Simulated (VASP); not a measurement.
# PbS (Galena) (Fm-3m) in VASP: further runs

PbS (Galena) is run at these levels: PBE; tasks: single point.

Program: VASP 6.6.1. These are calculated values, not measurements. Logs are shortened: lines on timing, memory, paths and dates and some standing lists are left out, and cuts for length are marked.

## Step 1: The cell of the first run

It takes space group Fm-3m (No. 225, cubic). The conventional cell has a = 5.727 Å, b = 5.727 Å, c = 5.727 Å, α = 90.00°, β = 90.00°, γ = 90.00°. Within 3.8 Å of Pb (site symmetry m-3m) lie 6 S at 2.86 Å. Within 3.8 Å of S (site symmetry m-3m) lie 6 Pb at 2.86 Å.

## Step 2: Single point, PBE

INCAR

```
SYSTEM = PbS
PREC = Accurate
ENCUT = 500
EDIFF = 1E-6
ISMEAR = 0
SIGMA = 0.01
LREAL = .False.
LASPH = .True.
NELM = 120
ALGO = Normal
ISIF = 2
LWAVE = .False.
LCHARG = .False.
GGA = PE
NBANDS = 17
GGA_COMPAT = .False.
```

KPOINTS

```
regular mesh
0
Gamma
  6 6 6
  0 0 0
```

POSCAR

```
PbS
1.0
    0.0000000000      2.8634001424      2.8634001424
    2.8634001424      0.0000000000      2.8634001424
    2.8634001424      2.8634001424      0.0000000000
Pb S
1 1
Direct
    0.0000000000      0.0000000000      0.0000000000
    0.5000000000      0.5000000000      0.5000000000
```

Potentials or basis: VASP PAW PBE potentials, release 64 (Pb_d, S).

Run with:

```sh
$ cat potpaw_PBE.64/Pb_d/POTCAR potpaw_PBE.64/S/POTCAR > POTCAR
$ mpirun -np 1 vasp_std > vasp.out
```

OUTCAR:

```text
SYSTEM = PbS
   PREC = Accurate
   ENCUT = 500
   EDIFF = 1E-6
   ISMEAR = 0
   LREAL = .False.
   LASPH = .True.
   NELM = 120
   ISIF = 2
   GGA = PE

 ion  position               nearest neighbor table
   1  0.000  0.000  0.000-   2 2.86   2 2.86   2 2.86   2 2.86   2 2.86   2 2.86
   2  0.500  0.500  0.500-   1 2.86   1 2.86   1 2.86   1 2.86   1 2.86   1 2.86

  LATTYP: Found a face centered cubic cell.
 ALAT       =     5.7268002848

  Lattice vectors:

 A1 = (   0.0000000000,   2.8634001424,   2.8634001424)
 A2 = (   2.8634001424,   0.0000000000,   2.8634001424)
 A3 = (   2.8634001424,   2.8634001424,   0.0000000000)

Analysis of symmetry for initial positions (statically):
=====================================================================
 Subroutine PRICEL returns:
 Original cell was already a primitive cell.

 Routine SETGRP: Setting up the symmetry group for a
 face centered cubic supercell.

 Subroutine GETGRP returns: Found 48 space group operations
 (whereof 48 operations were pure point group operations)
 out of a pool of 48 trial point group operations.

The static configuration has the point symmetry O_h .

Analysis of symmetry for dynamics (positions and initial velocities):
=====================================================================
 Subroutine PRICEL returns:
 Original cell was already a primitive cell.

 Routine SETGRP: Setting up the symmetry group for a
 face centered cubic supercell.

 Subroutine GETGRP returns: Found 48 space group operations
 (whereof 48 operations were pure point group operations)
 out of a pool of 48 trial point group operations.

The dynamic configuration has the point symmetry O_h .

 Subroutine INISYM returns: Found 48 space group operations
 (whereof 48 operations are pure point group operations),
 and found     1 'primitive' translations

----------------------------------------------------------------------------------------

                                     Primitive cell

  volume of cell :      46.9544

  direct lattice vectors                    reciprocal lattice vectors
     0.000000000  2.863400142  2.863400142    -0.174617579  0.174617579  0.174617579
     2.863400142  0.000000000  2.863400142     0.174617579 -0.174617579  0.174617579
     2.863400142  2.863400142  0.000000000     0.174617579  0.174617579 -0.174617579

  length of vectors
     4.049459316  4.049459316  4.049459316     0.302446518  0.302446518  0.302446518

  position of ions in fractional coordinates (direct lattice)
[... 70 lines left out ...]
   EDIFF  = 0.1E-05   stopping-criterion for ELM
   LREAL  =      F    real-space projection
   EDIFFG = 0.1E-04   stopping-criterion for IOM
   NSW    =      0    number of steps for IOM
   IBRION =     -1    ionic relax: 0-MD 1-quasi-New 2-CG
   NFREE  =      0    steps in history (QN), initial steepest desc. (CG)
   ISIF   =      2    stress and relaxation
   ISYM   =      2    0-nonsym 1-usesym 2-fastsym
   POTIM  = 0.5000    time-step for ionic-motion
   TEBEG  =    0.0;   TEEND  =   0.0 temperature during run
   PSTRESS=    0.0 pullay stress
   NELECT =      20.0000    total number of electrons
   NUPDOWN=      -1.0000    fix difference up-down
   EMIN   =  10.00;   EMAX   =-10.00  energy-range for DOS
   EFERMI =   0.00;   METHOD = LEGACY
   ISMEAR =     0;   SIGMA  =   0.01  broadening in eV -4-tet -1-fermi 0-gaus
   EFERMI_NEDOS =   21; number of points for ismear=-14 and -15
   IALGO  =     38    algorithm
   IMIX   =      4    mixing-type and parameters
     AMIX     =   0.40;   BMIX     =  1.00
     AMIX_MAG =   1.60;   BMIX_MAG =  1.00
  volume/ion in A,a.u.               =      23.48       158.43
  Fermi-wavevector in a.u.,A,eV,Ry     =   1.231760  2.327689 20.643206  1.517233
  Thomas-Fermi vector in A             =   2.366557
   LORBIT       =      0    0 simple, 1 ext, 2 COOP (PROOUT), +10 PAW based schemes
   GGA     = PE    functional components
   LHFCALC =     F    Hartree Fock is set to
   AEXX    =    0.0000 exact exchange contribution
   IVDW    =     0    specifies the selected vdW correction
   LEPSILON=     F    determine dielectric tensor
   LRPA    =     F    only Hartree local field effects (RPA)
 non-spin polarized calculation
 Gauss-broadening in eV      SIGMA  =   0.01
  energy-cutoff  :      500.00
  volume of cell :       46.95
 maximum number of plane-waves:      1243
 NGX is ok and might be reduce to    30
   NGX = 15   NGY = 15   NGZ = 15

 number of electron      20.0000002 magnetization

 Free energy of the ion-electron system (eV)
  ---------------------------------------------------
  ext. energy  EPLUGINS =         0.00000000
  ---------------------------------------------------
  free energy    TOTEN  =        -8.56772980 eV

  energy without entropy =       -8.56772980  energy(sigma->0) =       -8.56772980

 E-fermi :   7.3856     XC(G=0): -10.1996

 val. band max:        7.3451600568   @ k =   0.5000   0.0000   0.0000
 cond. band min:       7.4259613809   @ k =   0.5000   0.0000   0.0000
 fundamental gap:      0.0808013241
 Fermi energy:         7.3856490568

 k-point     1 :       0.0000    0.0000    0.0000
  band No.  band energies     occupation
      1      -9.7619      2.00000
      2      -9.7619      2.00000
      3      -9.7619      2.00000
      4      -9.7501      2.00000
      5      -9.7501      2.00000
      6      -7.3529      2.00000
[... 297 lines left out ...]
      4      -9.7054      2.00000
      5      -9.6706      2.00000
      6      -5.1593      2.00000
[... 9 lines left out ...]
     16      19.4058      0.00000
     17      19.4169      0.00000

------------------------ aborting loop because EDIFF is reached ----------------------------------------

  FORCE on cell =-STRESS in cart. coord.  units (eV):
  Direction    XX          YY          ZZ          XY          YZ          ZX
  --------------------------------------------------------------------------------------
  -------------------------------------------------------------------------------------
  Total        2.8245550      2.8245550      2.8245550      0.0000000      0.0000000     -0.0000000
  in kB       96.3794631     96.3794631     96.3794631      0.0000000      0.0000000     -0.0000000
  external PRESSURE =      96.3794631 kB  Pullay stress =       0.0000000 kB

 VOLUME and BASIS-vectors are now :
 -----------------------------------------------------------------------------
  energy-cutoff  :      500.00
  volume of cell :       46.95
      direct lattice vectors                 reciprocal lattice vectors
     0.000000000  2.863400142  2.863400142    -0.174617579  0.174617579  0.174617579
     2.863400142  0.000000000  2.863400142     0.174617579 -0.174617579  0.174617579
     2.863400142  2.863400142  0.000000000     0.174617579  0.174617579 -0.174617579

 POSITION                                       TOTAL-FORCE (eV/Angst)
 -----------------------------------------------------------------------------------
      0.00000      0.00000      0.00000         0.000000      0.000000      0.000000
      2.86340      2.86340      2.86340        -0.000000     -0.000000     -0.000000
 -----------------------------------------------------------------------------------
    total drift:                               -0.000000      0.000000      0.000000

  FREE ENERGIE OF THE ION-ELECTRON SYSTEM (eV)
  ---------------------------------------------------
  free  energy   TOTEN  =        -8.5677298012 eV

  energy  without entropy=       -8.5677298012  energy(sigma->0) =       -8.56772980
```

stdout:

```text
POSCAR found type information on POSCAR PbS
 POSCAR found :  2 types and       2 ions
 scaLAPACK will be used
 LDA part: xc-table for (Slater+PW92), standard interpolation
 POSCAR, INCAR and KPOINTS ok, starting setup
 FFT: planning ... GRIDC
 FFT: planning ... GRID_SOFT
 FFT: planning ... GRID
 WAVECAR not read
 entering main loop
```

It took 6.9 s on 1 thread of AMD EPYC 9R45 (Zen 5), shared host; peak memory 0.14 GiB.

What came out:

```yaml
Free_energy: -8.5677 eV
Pressure: 9.6 GPa
Band_gap_on_the_k_mesh: 0.08 eV, direct
```

Levels at points of the mesh, in eV from the valence-band top:
```csv
k point,band 6,band 7,band 8,band 9,band 10,band 11,band 12,band 13,band 14,band 15
"(0.00, 0.00, 0.00)",-14.70,-5.90,-2.81,-2.81,-2.81,5.47,5.47,5.47,6.37,6.37
"(0.50, 0.00, 0.00)",-13.18,-9.60,-2.32,-2.32,0.00,0.08,1.63,1.63,8.71,9.85
"(0.50, 0.50, 0.00)",-12.53,-7.45,-6.23,-4.25,-4.25,3.30,5.86,6.03,6.03,11.18
```

Caveat: spin-orbit coupling is left out, which moves the levels of the heavy elements. A k mesh can miss the band edges.

## Step 3: Single point, PBE

This run uses another cell than the first one, of 24.13 Å³/atom, 1.028 times its volume.

INCAR

```
PREC = Accurate
ENCUT = 500
EDIFF = 1E-6
ISMEAR = 0
SIGMA = 0.01
LREAL = F
LASPH = T
NELM = 120
ALGO = Normal
ISIF = 2
LWAVE = F
LCHARG = T
GGA = PE
LELF = T
LVHAR = T
NBANDS = 17
GGA_COMPAT = F
```

KPOINTS

```
regular mesh
0
Gamma
  6 6 6
```

POSCAR

```
PbS
1.0
    0.0000000000      2.8896713359      2.8896713359
    2.8896713359      0.0000000000      2.8896713359
    2.8896713359      2.8896713359      0.0000000000
Pb S
1 1
Direct
    0.0000000000      0.0000000000      0.0000000000
    0.5000000000      0.5000000000      0.5000000000
```

Potentials or basis: VASP PAW PBE potentials, release 64 (Pb_d, S).

Run with:

```sh
$ cat potpaw_PBE.64/Pb_d/POTCAR potpaw_PBE.64/S/POTCAR > POTCAR
$ mpirun -np 1 vasp_std > vasp.out
```

Run time: 6.6 s. Hardware: 1 thread of AMD EPYC 9R45 (Zen 5), shared host; peak memory 0.14 GiB.

It converged, with:

* Free energy: -8.6386 eV
* Pressure: 7.8 GPa
* Band gap on the k mesh: 0.04 eV, direct

Levels at points of the mesh, in eV from the valence-band top:
```
           k point  band 6  band 7  band 8  band 9  band 10  band 11  band 12  band 13  band 14  band 15
(0.00, 0.00, 0.00)  -14.45   -5.99   -2.69   -2.69    -2.69     5.34     5.34     5.34     6.41     6.41
(0.50, 0.00, 0.00)  -13.01   -9.45   -2.23   -2.23     0.00     0.04     1.67     1.67     8.64     9.86
(0.50, 0.50, 0.00)  -12.42   -7.44   -6.01   -4.09    -4.09     3.39     5.73     5.88     5.88    11.12
```

Caveat: spin-orbit coupling is left out, which moves the levels of the heavy elements. A k mesh can miss the band edges.

## Step 4: Single point, PBE

This run uses another cell than the first one, of 25.43 Å³/atom, 1.083 times its volume.

INCAR

```
SYSTEM = PbS
PREC = Accurate ; ENCUT = 500
EDIFF = 1E-6 ; ISMEAR = 0
SIGMA = 0.01 ; LREAL = .False.
LASPH = .True. ; NELM = 120
ALGO = Normal ; ISIF = 2
LWAVE = .False. ; LCHARG = .True.
GGA = PE ; LELF = .True.
LVHAR = .True. ; NBANDS = 17
GGA_COMPAT = .False.
```

KPOINTS

```
regular mesh
0
Gamma
  6 6 6
  0 0 0
```

POSCAR

```
PbS
1.0
    0.0000000000      2.9408265528      2.9408265528
    2.9408265528      0.0000000000      2.9408265528
    2.9408265528      2.9408265528      0.0000000000
Pb S
1 1
Direct
    0.0000000000      0.0000000000      0.0000000000
    0.5000000000      0.5000000000      0.5000000000
```

Potentials or basis: VASP PAW PBE potentials, release 64 (Pb_d, S).

Run with:

```sh
$ cat potpaw_PBE.64/Pb_d/POTCAR potpaw_PBE.64/S/POTCAR > POTCAR
$ mpirun -np 1 vasp_std > vasp.out
```

OUTCAR:

```text
SYSTEM = PbS
   PREC = Accurate
   ENCUT = 500
   EDIFF = 1E-6
   ISMEAR = 0
   LREAL = .False.
   LASPH = .True.
   NELM = 120
   ISIF = 2
   GGA = PE

 ion  position               nearest neighbor table
   1  0.000  0.000  0.000-   2 2.94   2 2.94   2 2.94   2 2.94   2 2.94   2 2.94
   2  0.500  0.500  0.500-   1 2.94   1 2.94   1 2.94   1 2.94   1 2.94   1 2.94

  LATTYP: Found a face centered cubic cell.
 ALAT       =     5.8816531056

  Lattice vectors:

 A1 = (   0.0000000000,   2.9408265528,   2.9408265528)
 A2 = (   2.9408265528,   0.0000000000,   2.9408265528)
[... 495 lines left out ...]

  FORCE on cell =-STRESS in cart. coord.  units (eV):
  Direction    XX          YY          ZZ          XY          YZ          ZX
  --------------------------------------------------------------------------------------
  -------------------------------------------------------------------------------------
  Total        1.2010471      1.2010471      1.2010471      0.0000000     -0.0000000     -0.0000000
  in kB       37.8296554     37.8296554     37.8296554      0.0000000     -0.0000000     -0.0000000
  external PRESSURE =      37.8296554 kB  Pullay stress =       0.0000000 kB

 VOLUME and BASIS-vectors are now :
 -----------------------------------------------------------------------------
  energy-cutoff  :      500.00
  volume of cell :       50.87
      direct lattice vectors                 reciprocal lattice vectors
     0.000000000  2.940826553  2.940826553    -0.170020228  0.170020228  0.170020228
     2.940826553  0.000000000  2.940826553     0.170020228 -0.170020228  0.170020228
     2.940826553  2.940826553  0.000000000     0.170020228  0.170020228 -0.170020228

 POSITION                                       TOTAL-FORCE (eV/Angst)
 -----------------------------------------------------------------------------------
      0.00000      0.00000      0.00000        -0.000000     -0.000000     -0.000000
      2.94083      2.94083      2.94083         0.000000      0.000000      0.000000
 -----------------------------------------------------------------------------------
    total drift:                               -0.000000      0.000000      0.000000

  FREE ENERGIE OF THE ION-ELECTRON SYSTEM (eV)
  ---------------------------------------------------
  free  energy   TOTEN  =        -8.7329825348 eV

  energy  without entropy=       -8.7329825348  energy(sigma->0) =       -8.73298253
```

stdout:

```text
POSCAR found type information on POSCAR PbS
 POSCAR found :  2 types and       2 ions
 scaLAPACK will be used
 LDA part: xc-table for (Slater+PW92), standard interpolation
 POSCAR, INCAR and KPOINTS ok, starting setup
 FFT: planning ... GRIDC
 FFT: planning ... GRID_SOFT
 FFT: planning ... GRID
 WAVECAR not read
 entering main loop
```

Run time: 6.8 s. Hardware: 1 thread of AMD EPYC 9R45 (Zen 5), shared host; peak memory 0.14 GiB.

Results:

* Free energy: -8.7330 eV
* Pressure: 3.8 GPa
* Band gap on the k mesh: 0.27 eV, direct

Levels at points of the mesh, in eV from the valence-band top:
| k point | band 8 | band 9 | band 10 | band 11 | band 12 | band 13 |
| --- | --- | --- | --- | --- | --- | --- |
| (0.00, 0.00, 0.00) | -2.33 | -2.33 | -2.33 | 5.26 | 5.26 | 5.26 |
| (0.50, 0.00, 0.00) | -1.92 | -1.92 | 0.00 | 0.27 | 1.88 | 1.88 |
| (0.50, 0.50, 0.00) | -5.45 | -3.64 | -3.64 | 3.72 | 5.63 | 5.75 |

Caveat: spin-orbit coupling is left out, which moves the levels of the heavy elements. A k mesh can miss the band edges.

## Step 5: Single point, PBE

This run uses another cell than the first one, of 28.69 Å³/atom, 1.222 times its volume.

INCAR

```
ALGO = Normal
EDIFF = 1E-6
ENCUT = 500
GGA = PE
GGA_COMPAT = False
ISIF = 2
ISMEAR = 0
LASPH = True
LCHARG = False
LREAL = False
LWAVE = False
NBANDS = 17
NELM = 120
PREC = Accurate
SIGMA = 0.01
```

KPOINTS

```
k-points
0
Gamma
  6 6 6
```

POSCAR

```
PbS
1.0
    0.0000000000      3.0614847524      3.0614847524
    3.0614847524      0.0000000000      3.0614847524
    3.0614847524      3.0614847524      0.0000000000
Pb S
1 1
Direct
    0.0000000000      0.0000000000      0.0000000000
    0.5000000000      0.5000000000      0.5000000000
```

Potentials or basis: VASP PAW PBE potentials, release 64 (Pb_d, S).

Run with:

```sh
$ cat potpaw_PBE.64/Pb_d/POTCAR potpaw_PBE.64/S/POTCAR > POTCAR
$ mpirun -np 1 vasp_std > vasp.out
```

OUTCAR:

```text
EDIFF = 1E-6
   ENCUT = 500
   GGA = PE
   ISIF = 2
   ISMEAR = 0
   LASPH = True
   LREAL = False
   NELM = 120
   PREC = Accurate

 ion  position               nearest neighbor table
   1  0.000  0.000  0.000-   2 3.06   2 3.06   2 3.06   2 3.06   2 3.06   2 3.06
   2  0.500  0.500  0.500-   1 3.06   1 3.06   1 3.06   1 3.06   1 3.06   1 3.06

  LATTYP: Found a face centered cubic cell.
 ALAT       =     6.1229695048

  Lattice vectors:

 A1 = (   0.0000000000,   3.0614847524,   3.0614847524)
[... 495 lines left out ...]
------------------------ aborting loop because EDIFF is reached ----------------------------------------

  FORCE on cell =-STRESS in cart. coord.  units (eV):
  Direction    XX          YY          ZZ          XY          YZ          ZX
  --------------------------------------------------------------------------------------
  -------------------------------------------------------------------------------------
  Total       -0.9744076     -0.9744076     -0.9744076      0.0000000      0.0000000      0.0000000
  in kB      -27.2035110    -27.2035110    -27.2035110      0.0000000      0.0000000      0.0000000
  external PRESSURE =     -27.2035110 kB  Pullay stress =       0.0000000 kB

 VOLUME and BASIS-vectors are now :
 -----------------------------------------------------------------------------
  energy-cutoff  :      500.00
  volume of cell :       57.39
      direct lattice vectors                 reciprocal lattice vectors
     0.000000000  3.061484752  3.061484752    -0.163319448  0.163319448  0.163319448
     3.061484752  0.000000000  3.061484752     0.163319448 -0.163319448  0.163319448
     3.061484752  3.061484752  0.000000000     0.163319448  0.163319448 -0.163319448

 POSITION                                       TOTAL-FORCE (eV/Angst)
 -----------------------------------------------------------------------------------
      0.00000      0.00000      0.00000        -0.000000      0.000000     -0.000000
      3.06148      3.06148      3.06148         0.000000      0.000000      0.000000
 -----------------------------------------------------------------------------------
    total drift:                                0.000000     -0.000000     -0.000000

  FREE ENERGIE OF THE ION-ELECTRON SYSTEM (eV)
  ---------------------------------------------------
  free  energy   TOTEN  =        -8.7434730664 eV

  energy  without entropy=       -8.7434730664  energy(sigma->0) =       -8.74347307
```

OSZICAR:

```text
N       E                     dE             d eps       ncg     rms          rms(c)
DAV:   1     0.151844473197E+03    0.15184E+03   -0.92299E+03   552   0.117E+03
DAV:   2     0.216983598671E+01   -0.14967E+03   -0.14462E+03   593   0.301E+02
DAV:   3    -0.904003905308E+01   -0.11210E+02   -0.11137E+02   700   0.875E+01
DAV:   4    -0.930790226451E+01   -0.26786E+00   -0.26768E+00   695   0.153E+01
DAV:   5    -0.931839438616E+01   -0.10492E-01   -0.10492E-01   794   0.288E+00    0.407E+00
DAV:   6    -0.873654798170E+01    0.58185E+00   -0.17805E+00   801   0.809E+00    0.281E+00
DAV:   7    -0.874010298948E+01   -0.35550E-02   -0.15162E-01   637   0.187E+00    0.177E+00
DAV:   8    -0.874429716555E+01   -0.41942E-02   -0.22361E-02   630   0.148E+00    0.526E-01
DAV:   9    -0.874315993793E+01    0.11372E-02   -0.46924E-03   792   0.530E-01    0.146E-01
DAV:  10    -0.874347787873E+01   -0.31794E-03   -0.52909E-04   597   0.138E-01    0.121E-01
DAV:  11    -0.874347161540E+01    0.62633E-05   -0.58303E-05   763   0.853E-02    0.684E-03
DAV:  12    -0.874347312156E+01   -0.15062E-05   -0.39208E-06   688   0.186E-02    0.551E-03
DAV:  13    -0.874347306636E+01    0.55198E-07   -0.18393E-07   495   0.409E-03
   1 F= -.87434731E+01 E0= -.87434731E+01  d E =-.644215E-64
```

Run time: 7 s. Hardware: 1 thread of AMD EPYC 9R45 (Zen 5), shared host; peak memory 0.14 GiB.

What came out:

| Item | Value |
| --- | --- |
| Free energy | -8.7435 eV |
| Pressure | -2.7 GPa |
| Band gap on the k mesh | 0.67 eV, direct |

Levels at points of the mesh, in eV from the valence-band top:
| k point | band 7 | band 8 | band 9 | band 10 | band 11 | band 12 | band 13 | band 14 |
| --- | --- | --- | --- | --- | --- | --- | --- | --- |
| (0.00, 0.00, 0.00) | -6.12 | -1.64 | -1.64 | -1.64 | 5.01 | 5.01 | 5.01 | 7.04 |
| (0.50, 0.00, 0.00) | -8.26 | -1.32 | -1.32 | 0.00 | 0.67 | 2.22 | 2.22 | 8.62 |
| (0.50, 0.50, 0.00) | -7.00 | -4.33 | -2.77 | -2.77 | 4.34 | 5.33 | 5.40 | 5.40 |

Caveat: spin-orbit coupling is left out, which moves the levels of the heavy elements.

## Step 6: Summary

```tsv
cell	gap on the mesh (eV)	pressure (GPa)
a = 4.049 Å, angles 60.0°, 2 atoms	0.08	9.6
a = 4.087 Å, angles 60.0°, 2 atoms	0.04	7.8
a = 4.159 Å, angles 60.0°, 2 atoms	0.27	3.8
a = 4.330 Å, angles 60.0°, 2 atoms	0.67	-2.7
```

Alike in all rows: task single point; level PBE; potentials or basis VASP PAW PBE potentials, release 64 (Pb_d, S); no spin polarisation; k mesh 6 × 6 × 6; cutoff (eV) 500; smearing gaussian 0.01 eV.

Caveats: spin-orbit coupling is left out, which moves the levels of the heavy elements.

Absolute energies hang on the potentials; compare differences alone.
